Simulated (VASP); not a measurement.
CuO, 4 atoms in the cell. The typed cell holds 4 atoms: a = 2.852 Å, b = 2.852 Å, c = 5.086 Å, α = 89.97°, β = 89.97°, γ = 89.86°. 

- Program: VASP 6.6.1
- Task: single point
- Functional: PBEsol
- Potentials or basis: VASP PAW PBE potentials, release 64 (Cu, O)
- Cutoff: 520 eV
- k mesh: 14 × 14 × 8
- Occupations: gaussian, width 0.1 eV
- Spin: no spin polarisation
- Dipole correction: no
- Further INCAR settings: ALGO = Normal; EDIFF = 1e-07; NBANDS = 25

Potentials or basis: VASP PAW PBE potentials, release 64 (Cu, O).

Command:

```bash
$ cat potpaw_PBE.64/Cu/POTCAR potpaw_PBE.64/O/POTCAR > POTCAR
$ mpirun -np 1 vasp_std > vasp.out
```

Hardware: 1 thread of Intel Xeon 8259CL (shared host).

Q: How long does it take, and how much memory?

A: It took 11 min on 1 thread of Intel Xeon 8259CL, on a shared host, peak memory 0.46 GiB. Counts: scf iterations 16, k points 429.
